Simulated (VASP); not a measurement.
# AlRu (Pm-3m) in VASP: notebook

AlRu is run at these levels: r2SCAN; tasks: single point, relaxation of cell and atoms.

All numbers are computed with VASP 6.6.1; they aren't measurements. Logs are shortened: lines on timing, memory, paths and dates and some standing lists are left out, and cuts for length are marked.

**1. The cell of the first run**

The structure is cubic, space group Pm-3m (No. 221). Conventional cell: a = 3.012 Å, b = 3.012 Å, c = 3.012 Å, α = 90.00°, β = 90.00°, γ = 90.00°. Al (site symmetry m-3m) has 8 Ru at 2.61 Å and 6 Al at 3.01 Å within 3.4 Å. Ru (site symmetry m-3m) has 8 Al at 2.61 Å and 6 Ru at 3.01 Å within 3.4 Å.

**2. Single point, r2SCAN (volume scaled by 1.03)**

POSCAR

```
AlRu
1.0
    3.0121572611      0.0000000000      0.0000000000
    0.0000000000      3.0121572611      0.0000000000
    0.0000000000      0.0000000000      3.0121572611
Al Ru
1 1
Direct
    0.0000000000      0.0000000000      0.0000000000
    0.5000000000      0.5000000000      0.5000000000
```

INCAR.step1

```
ALGO = Normal
EDIFF = 1E-4
ENCUT = 520
GGA = PE
ISMEAR = 0
LASPH = T
LCHARG = F
LREAL = F
LWAVE = T
NBANDS = 16
NELM = 60
PREC = Accurate
SIGMA = 0.1
```

INCAR.step2

```
ALGO = Normal
EDIFF = 1E-7
ENCUT = 520
ISIF = 2
ISMEAR = 0
ISTART = 1
LASPH = T
LCHARG = F
LMIXTAU = T
LREAL = F
LWAVE = F
METAGGA = R2SCAN
NBANDS = 16
NELM = 60
PREC = Accurate
SIGMA = 0.1
```

KPOINTS

```
k-points
0
Gamma
  14 14 14
```

Potentials or basis: VASP PAW PBE potentials, release 64 (Al, Ru_pv).

Run with:

```
$ cat potpaw_PBE.64/Al/POTCAR potpaw_PBE.64/Ru_pv/POTCAR > POTCAR
$ cp INCAR.step1 INCAR
$ mpirun -np 1 vasp_std > vasp.out
$ cp INCAR.step2 INCAR
$ mpirun -np 1 vasp_std > vasp.out
```

OUTCAR:

```text
EDIFF = 1E-7
   ENCUT = 520
   ISIF = 2
   ISMEAR = 0
   ISTART = 1
   LASPH = T
   LREAL = F
   METAGGA = R2SCAN
   NELM = 60
   PREC = Accurate

 ion  position               nearest neighbor table
   1  0.000  0.000  0.000-   2 2.61   2 2.61   2 2.61   2 2.61   2 2.61   2 2.61   2 2.61   2 2.61

   2  0.500  0.500  0.500-   1 2.61   1 2.61   1 2.61   1 2.61   1 2.61   1 2.61   1 2.61   1 2.61

  LATTYP: Found a simple cubic cell.
 ALAT       =     3.0121572611

  Lattice vectors:

 A1 = (   3.0121572611,   0.0000000000,   0.0000000000)
 A2 = (   0.0000000000,   3.0121572611,   0.0000000000)
 A3 = (   0.0000000000,   0.0000000000,   3.0121572611)

Analysis of symmetry for initial positions (statically):
=====================================================================
 Subroutine PRICEL returns:
 Original cell was already a primitive cell.

 Routine SETGRP: Setting up the symmetry group for a
 simple cubic supercell.

 Subroutine GETGRP returns: Found 48 space group operations
 (whereof 48 operations were pure point group operations)
 out of a pool of 48 trial point group operations.

The static configuration has the point symmetry O_h .

Analysis of symmetry for dynamics (positions and initial velocities):
=====================================================================
 Subroutine PRICEL returns:
 Original cell was already a primitive cell.

 Routine SETGRP: Setting up the symmetry group for a
 simple cubic supercell.

 Subroutine GETGRP returns: Found 48 space group operations
 (whereof 48 operations were pure point group operations)
 out of a pool of 48 trial point group operations.

The dynamic configuration has the point symmetry O_h .

 Subroutine INISYM returns: Found 48 space group operations
 (whereof 48 operations are pure point group operations),
 and found     1 'primitive' translations

----------------------------------------------------------------------------------------

                                     Primitive cell

  volume of cell :      27.3296

  direct lattice vectors                    reciprocal lattice vectors
     3.012157261  0.000000000  0.000000000     0.331987978  0.000000000  0.000000000
     0.000000000  3.012157261  0.000000000     0.000000000  0.331987978  0.000000000
[... 75 lines left out ...]
 SYSTEM =  unknown system
   PREC   = accura    normal or accurate (medium, high low for compatibility)
   ISTART =      1    job   : 0-new  1-cont  2-samecut
   ICHARG =      0    charge: 1-file 2-atom 10-const
   ISPIN  =      1    spin polarized calculation?
   LNONCOLLINEAR =      F non collinear calculations
   LSORBIT =      F    spin-orbit coupling
   LASPH  =      T    aspherical Exc in radial PAW
   ENCUT  =  520.0 eV  38.22 Ry    6.18 a.u.   5.60  5.60  5.60*2*pi/ulx,y,z
   NELM   =     60;   NELMIN=  2; NELMDL=  0     # of ELM steps
   EDIFF  = 0.1E-06   stopping-criterion for ELM
   LREAL  =      F    real-space projection
   EDIFFG = 0.1E-05   stopping-criterion for IOM
   NSW    =      0    number of steps for IOM
   IBRION =     -1    ionic relax: 0-MD 1-quasi-New 2-CG
   NFREE  =      0    steps in history (QN), initial steepest desc. (CG)
   ISIF   =      2    stress and relaxation
   ISYM   =      2    0-nonsym 1-usesym 2-fastsym
   POTIM  = 0.5000    time-step for ionic-motion
   TEBEG  =    0.0;   TEEND  =   0.0 temperature during run
   PSTRESS=    0.0 pullay stress
   NELECT =      17.0000    total number of electrons
   NUPDOWN=      -1.0000    fix difference up-down
   EMIN   =  10.00;   EMAX   =-10.00  energy-range for DOS
   EFERMI =   0.00;   METHOD = LEGACY
   ISMEAR =     0;   SIGMA  =   0.10  broadening in eV -4-tet -1-fermi 0-gaus
   EFERMI_NEDOS =   21; number of points for ismear=-14 and -15
   IALGO  =     38    algorithm
   IMIX   =      4    mixing-type and parameters
     AMIX     =   0.40;   BMIX     =  1.00
     AMIX_MAG =   1.60;   BMIX_MAG =  1.00
  volume/ion in A,a.u.               =      13.66        92.21
  Fermi-wavevector in a.u.,A,eV,Ry     =   1.397484  2.640862 26.571653  1.952961
  Thomas-Fermi vector in A             =   2.520736
   LORBIT       =      0    0 simple, 1 ext, 2 COOP (PROOUT), +10 PAW based schemes
   METAGGA = R2SCAN    functional components
   LHFCALC =     F    Hartree Fock is set to
   AEXX    =    0.0000 exact exchange contribution
   IVDW    =     0    specifies the selected vdW correction
   LEPSILON=     F    determine dielectric tensor
   LRPA    =     F    only Hartree local field effects (RPA)
 non-spin polarized calculation
 Gauss-broadening in eV      SIGMA  =   0.10
  energy-cutoff  :      520.00
  volume of cell :       27.33
 maximum number of plane-waves:       756
 NGX is ok and might be reduce to    24
   NGX = 11   NGY = 11   NGZ = 11

 number of electron      16.9999997 magnetization

 Free energy of the ion-electron system (eV)
  ---------------------------------------------------
  ext. energy  EPLUGINS =         0.00000000
  ---------------------------------------------------
  free energy    TOTEN  =       -33.59366084 eV

  energy without entropy =      -33.58377195  energy(sigma->0) =      -33.58871640

 E-fermi :  10.2839     XC(G=0): -13.5012

 val. band max:       10.2740687417   @ k =   0.3571   0.1429   0.0000
 cond. band min:      10.2886335466   @ k =   0.5000   0.3571   0.2857
 fundamental gap:      0.0145648049
 Fermi energy:        10.2838843871

 k-point     1 :       0.0000    0.0000    0.0000
  band No.  band energies     occupation
      1     -32.7854      2.00000
      2     -32.7854      2.00000
      3     -32.7854      2.00000
      4       0.2303      2.00000
      5       6.7186      2.00000
      6       6.7186      2.00000
[... 433 lines left out ...]
      3     -32.7630      2.00000
      4       3.2110      2.00000
      5       6.2622      2.00000
      6       7.7431      2.00000
[... 8 lines left out ...]
     15      23.4539      0.00000
     16      25.3126      0.00000

 [... further k-points ...]
[... 5 lines left out ...]
  --------------------------------------------------------------------------------------
  -------------------------------------------------------------------------------------
  Total       -1.0292169     -1.0292169     -1.0292169     -0.0000000      0.0000000     -0.0000000
  in kB      -60.3371163    -60.3371163    -60.3371163     -0.0000000      0.0000000     -0.0000000
  external PRESSURE =     -60.3371163 kB  Pullay stress =       0.0000000 kB

 VOLUME and BASIS-vectors are now :
 -----------------------------------------------------------------------------
  energy-cutoff  :      520.00
  volume of cell :       27.33
      direct lattice vectors                 reciprocal lattice vectors
     3.012157261  0.000000000  0.000000000     0.331987978  0.000000000  0.000000000
     0.000000000  3.012157261  0.000000000     0.000000000  0.331987978  0.000000000
     0.000000000  0.000000000  3.012157261     0.000000000  0.000000000  0.331987978

 POSITION                                       TOTAL-FORCE (eV/Angst)
 -----------------------------------------------------------------------------------
      0.00000      0.00000      0.00000         0.000000      0.000000      0.000000
      1.50608      1.50608      1.50608         0.000000      0.000000      0.000000
 -----------------------------------------------------------------------------------
    total drift:                                0.000000     -0.000000     -0.000000

  FREE ENERGIE OF THE ION-ELECTRON SYSTEM (eV)
  ---------------------------------------------------
  free  energy   TOTEN  =       -33.5936608447 eV

  energy  without entropy=      -33.5837719489  energy(sigma->0) =      -33.58871640
```

Wall time 42 s (1 thread of Intel Xeon 6975P-C (Granite Rapids), shared host); peak memory 0.17 GiB.

What came out:

```
Free energy : -33.5937 eV
Pressure    : -6.0 GPa
```

Levels at points of the mesh, in eV from the Fermi level:
```csv
k point,band 6,band 7,band 8,band 9,band 10,band 11,band 12,band 13
"(0.00, 0.00, 0.00)",-3.57,0.16,0.16,0.16,6.41,6.41,6.41,10.34
"(0.50, 0.00, 0.00)",-2.71,-1.65,-1.65,0.42,2.43,7.75,10.34,11.50
"(0.50, 0.50, 0.00)",-1.47,-1.47,-1.21,-1.21,1.67,5.51,6.54,10.34
"(0.50, 0.50, 0.50)",-4.80,1.76,1.76,3.06,4.27,4.27,4.27,8.77
```

Caveat: the PAW data sets were made with another functional, which shifts forces and pressure a little.

**3. Single point, r2SCAN (volume scaled by 1.06)**

POSCAR

```
AlRu
1.0
    3.0411220885      0.0000000000      0.0000000000
    0.0000000000      3.0411220885      0.0000000000
    0.0000000000      0.0000000000      3.0411220885
Al Ru
1 1
Direct
    0.0000000000      0.0000000000      0.0000000000
    0.5000000000      0.5000000000      0.5000000000
```

INCAR.step1

```
SYSTEM = AlRu
PREC     = Accurate       ! precision mode
ENCUT    = 520            ! plane-wave cutoff, eV
ISMEAR   = 0              ! smearing method
SIGMA    = 0.1            ! smearing width, eV
LREAL    = .FALSE.        ! projectors in reciprocal space
LASPH    = .TRUE.         ! aspherical terms in the spheres
NELM     = 60             ! most SCF steps
NBANDS   = 16             ! bands
GGA      = PE             ! functional
ALGO     = Normal         ! electronic algorithm
EDIFF    = 1E-4           ! SCF threshold, eV
LWAVE    = .TRUE.         ! write WAVECAR
LCHARG   = .FALSE.        ! write CHGCAR
```

INCAR.step2

```
SYSTEM = AlRu
PREC     = Accurate       ! precision mode
ENCUT    = 520            ! plane-wave cutoff, eV
EDIFF    = 1E-7           ! SCF threshold, eV
ISMEAR   = 0              ! smearing method
SIGMA    = 0.1            ! smearing width, eV
LREAL    = .FALSE.        ! projectors in reciprocal space
LASPH    = .TRUE.         ! aspherical terms in the spheres
NELM     = 60             ! most SCF steps
ALGO     = Normal         ! electronic algorithm
ISIF     = 2              ! what is computed and relaxed
LWAVE    = .FALSE.        ! write WAVECAR
LCHARG   = .TRUE.         ! write CHGCAR
METAGGA  = R2SCAN         ! meta-GGA
LMIXTAU  = .TRUE.       
LELF     = .TRUE.         ! ELF
LVHAR    = .TRUE.       
NBANDS   = 16             ! bands
ISTART   = 1
```

KPOINTS

```
regular mesh
0
G
  14 14 14
  0 0 0
```

Potentials or basis: VASP PAW PBE potentials, release 64 (Al, Ru_pv).

Run with:

```
$ cat potpaw_PBE.64/Al/POTCAR potpaw_PBE.64/Ru_pv/POTCAR > POTCAR
$ cp INCAR.step1 INCAR
$ mpirun -np 1 vasp_std > vasp.out
$ cp INCAR.step2 INCAR
$ mpirun -np 1 vasp_std > vasp.out
```

Wall time 46 s (1 thread of Intel Xeon 6975P-C (Granite Rapids), shared host); peak memory 0.18 GiB.

The run converged. Its results:

```yaml
Free_energy: -33.5504 eV
Pressure: -11.3 GPa
```

Levels at points of the mesh, in eV from the Fermi level:
```csv
k point,band 5,band 6,band 7,band 8,band 9,band 10,band 11,band 12,band 13,band 14
"(0.00, 0.00, 0.00)",-3.41,-3.41,0.15,0.15,0.15,6.26,6.26,6.26,10.32,11.16
"(0.50, 0.00, 0.00)",-5.61,-2.59,-1.59,-1.59,0.39,2.33,7.76,10.32,11.34,11.34
"(0.50, 0.50, 0.00)",-2.95,-1.45,-1.45,-1.16,-1.16,1.60,5.32,6.24,10.32,11.01
"(0.50, 0.50, 0.50)",-4.64,-4.64,1.69,1.69,2.88,4.20,4.20,4.20,8.50,8.50
```

Caveat: the PAW data sets were made with another functional, which shifts forces and pressure a little.

[end of part 1 of 2]
